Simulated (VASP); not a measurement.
A run of VASP 6.6.1 is set up as follows.

Contents of POSCAR:

```
Cu
1.0
    2.4344949488      0.0000000000      0.0000000000
   -1.2172474744      2.1083344710      0.0000000000
    0.0000000000      0.0000000000      3.9746828207
Cu
2
Direct
    0.3333333333      0.6666666667      0.2500000000
    0.6666666667      0.3333333333      0.7500000000
```

INCAR.step1

```
SYSTEM = Cu
PREC = Accurate
ENCUT = 520
ISMEAR = 0
SIGMA = 0.1
LREAL = .FALSE.
LASPH = .TRUE.
NELM = 80
NBANDS = 18
GGA = PE
ALGO = Normal
EDIFF = 1E-4
LWAVE = .TRUE.
LCHARG = .FALSE.
```

The input INCAR.step2:

```
SYSTEM = Cu
PREC = Accurate
ENCUT = 520
EDIFF = 1E-7
ISMEAR = 0
SIGMA = 0.1
LREAL = .FALSE.
LASPH = .TRUE.
NELM = 80
ALGO = Normal
ISIF = 2
LWAVE = .FALSE.
LCHARG = .TRUE.
METAGGA = R2SCAN
LMIXTAU = .TRUE.
LELF = .TRUE.
LVHAR = .TRUE.
NBANDS = 18
ISTART = 1
```

Contents of KPOINTS:

```
regular mesh
0
G
  18 18 10
  0 0 0
```

Potentials or basis: VASP PAW PBE potentials, release 64 (Cu).

Command:

```console
$ cat potpaw_PBE.64/Cu/POTCAR > POTCAR
$ cp INCAR.step1 INCAR
$ mpirun -np 1 vasp_std > vasp.out
$ cp INCAR.step2 INCAR
$ mpirun -np 1 vasp_std > vasp.out
```

(1) What does it give for the band gap on the k mesh?

(2) Estimate the pressure.

Results:

(1) zero (bands 11 and 12 overlap by 6.91 eV).

(2) 25.7 GPa.

Caveat: the cell stands under pressure; the PAW data sets were made with another functional, which shifts forces and pressure a little.
